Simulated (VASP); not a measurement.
AlP: single point with revPBE

The system is AlP.

```
Al P
1.0
     3.85444    0.00000    0.00000
     1.92722    3.33804    0.00000
     1.92722    1.11268    3.14714
Al P
1 1
Direct
  0.00000 0.00000 0.00000
  0.25000 0.25000 0.25000
```

| Quantity | Value |
| --- | --- |
| Program | VASP 6.6.1 |
| Task | single point |
| Functional | revPBE |
| Potentials or basis | VASP PAW PBE potentials, release 64 (Al, P) |
| Cutoff | 500 eV |
| k mesh | 5 × 5 × 5 |
| Occupations | gaussian, width 0.01 eV |
| Spin | no spin polarisation |
| Dipole correction | no |
| Further INCAR settings | ALGO = Normal; EDIFF = 1e-06; NBANDS = 11 |

```
Pressure               : 3.9 GPa
Band gap on the k mesh : 1.87 eV, indirect (least direct gap 3.45 eV)
```

Levels at points of the mesh, in eV from the valence-band top:
```tsv
k point	band 1	band 2	band 3	band 4	band 5	band 6	band 7	band 8	band 9
(0.00, 0.00, 0.00)	-11.52	0.00	0.00	0.00	3.45	4.59	4.59	4.59	8.81
```

Wall time 3.9 s on 1 thread of Intel(R) Xeon(R) 6975P-C (Granite Rapids), with other jobs on the host, peak memory 0.14 GiB.

Caveat: the PAW data sets were made with another functional, which shifts forces and pressure a little. A k mesh can miss the band edges.
